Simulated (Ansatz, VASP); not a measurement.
AlN: VASP beside Ansatz

```
CELL_PARAMETERS angstrom
0.00000 2.14118 2.14118
2.14118 0.00000 2.14118
2.14118 2.14118 0.00000
ATOMIC_POSITIONS crystal
Al 0.00000 0.00000 0.00000
N 0.25000 0.25000 0.25000
```

Change from the starting cell: hydrostatic strain -2.0%.

Alike in both runs: task single point; functional HSE06; k mesh 8 × 8 × 8; no spin polarisation.

|  | VASP | Ansatz |
| --- | --- | --- |
| version | VASP 6.6.1 | Ansatz 0.2.0 |
| potentials or method | VASP PAW PBE potentials, release 64 (Al, N) | plane waves, PAW |
| plane-wave cutoff (eV) | 520 | 420 |
| occupations | gaussian, width 0.01 eV | fixed |
| valence electrons in the cell | 8 | 8 |

```csv
,VASP,Ansatz,Ansatz less VASP
gap on the k mesh at the Fermi level (eV),4.61,4.61,0.000
pressure (GPa),13.5,13.6,+0.08
```

Ansatz's warnings: stress exchange threshold loose, stress scf threshold loose.
